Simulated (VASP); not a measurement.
Ga: single point with PBEsol

The system is Ga.

```
CELL_PARAMETERS angstrom
-2.97550 2.97550 2.97550
2.97550 -2.97550 2.97550
2.97550 2.97550 -2.97550
ATOMIC_POSITIONS crystal
Ga 0.25000 0.62500 0.37500
Ga 0.37500 0.25000 0.62500
Ga 0.75000 0.87500 0.12500
Ga 0.12500 0.75000 0.87500
Ga 0.62500 0.37500 0.25000
Ga 0.87500 0.12500 0.75000
```

```
Program                : VASP 6.6.1
Task                   : single point
Functional             : PBEsol
Potentials or basis    : VASP PAW PBE potentials, release 64 (Ga_d)
Cutoff                 : 520 eV
k mesh                 : 6 × 6 × 6
Occupations            : fermi-dirac, width 0.15 eV
Spin                   : no spin polarisation
Dipole correction      : no
Further INCAR settings : ALGO = Normal; EDIFF = 1e-07; NBANDS = 48
```

```json
{"Pressure": "0.6 GPa", "Band gap on the k mesh": "zero (bands 39 and 40 overlap by 3.91 eV)"}
```

Levels at points of the mesh, in eV from the Fermi level:
| k point | band 36 | band 37 | band 38 | band 39 | band 40 | band 41 | band 42 | band 43 |
| --- | --- | --- | --- | --- | --- | --- | --- | --- |
| (0.00, 0.00, 0.00) | -2.92 | -2.33 | -2.33 | -2.33 | -1.95 | -1.95 | -1.95 | -1.83 |
| (0.50, 0.00, 0.00) | -4.65 | -0.85 | -0.85 | -0.26 | -0.26 | 3.06 | 3.06 | 3.45 |
| (0.50, 0.50, 0.50) | -7.11 | 1.53 | 1.53 | 1.73 | 1.73 | 1.73 | 1.73 | 1.73 |

It took 42 s on 1 thread of Intel(R) Xeon(R) 6975P-C (Granite Rapids), on a shared host, peak memory 0.25 GiB.

Caveat: the PAW data sets were made with another functional, which shifts forces and pressure a little.
